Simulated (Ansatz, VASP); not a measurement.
GaN in VASP and in Ansatz

INCAR

```
  ALGO = Normal
  EDIFF = 1E-6
  EDIFFG = -0.03
  ENCUT = 600
  GGA = PS
  IBRION = 2
  ISIF = 3
  ISMEAR = 0
  LASPH = True
  LCHARG = False
  LREAL = False
  LWAVE = False
  NELM = 80
  NSW = 80
  PREC = Accurate
  SIGMA = 0.01
```

File KPOINTS:

```
k-points
0
Gamma
  7 7 7
```

The input POSCAR:

```
GaN
1.0
    0.0000000000      2.2535000000      2.2535000000
    2.2535000000      0.0000000000      2.2535000000
    2.2535000000      2.2535000000      0.0000000000
Ga N
1 1
Direct
    0.0000000000      0.0000000000      0.0000000000
    0.7500000000      0.7500000000      0.7500000000
```

Input for Ansatz:

```yaml
crystal:
  lattice:
    - [0.0, 2.2535, 2.2535]
    - [2.2535, 0.0, 2.2535]
    - [2.2535, 2.2535, 0.0]
  atoms:
    - { symbol: Ga, position: [0.0, 0.0, 0.0] }
    - { symbol: "N", position: [0.75, 0.75, 0.75] }
basis:
  ecutwfc: 600.0
kpoints:
  mp_grid:
    grid: [7, 7, 7]
hamiltonian:
  xc: pbesol
  dispersion: none
scf:
  occupations:
    method: fixed
relax:
  f_tol: 0.03
  cell: {}
```

Alike in both runs: task relaxation of cell and atoms; functional PBEsol; k mesh 7 × 7 × 7; no spin polarisation.

|  | VASP | Ansatz |
| --- | --- | --- |
| version | VASP 6.6.1 | Ansatz 0.2.0 |
| potentials or method | VASP PAW PBE potentials, release 64 (Ga_d, N), cutoff 600 eV | plane waves, PAW |
| occupations | gaussian, width 0.01 eV | fixed |
| valence electrons in the cell | 18 | 18 |

|  | VASP | Ansatz | Ansatz less VASP |
| --- | --- | --- | --- |
| relaxed volume (Å³/atom) | 11.35 | 11.37 | +0.025 |
| relaxed cell length with the largest relative difference (Å) | 3.178 | 3.180 | +0.0023 |

VASP's potentials were made for PBE, not for PBEsol.
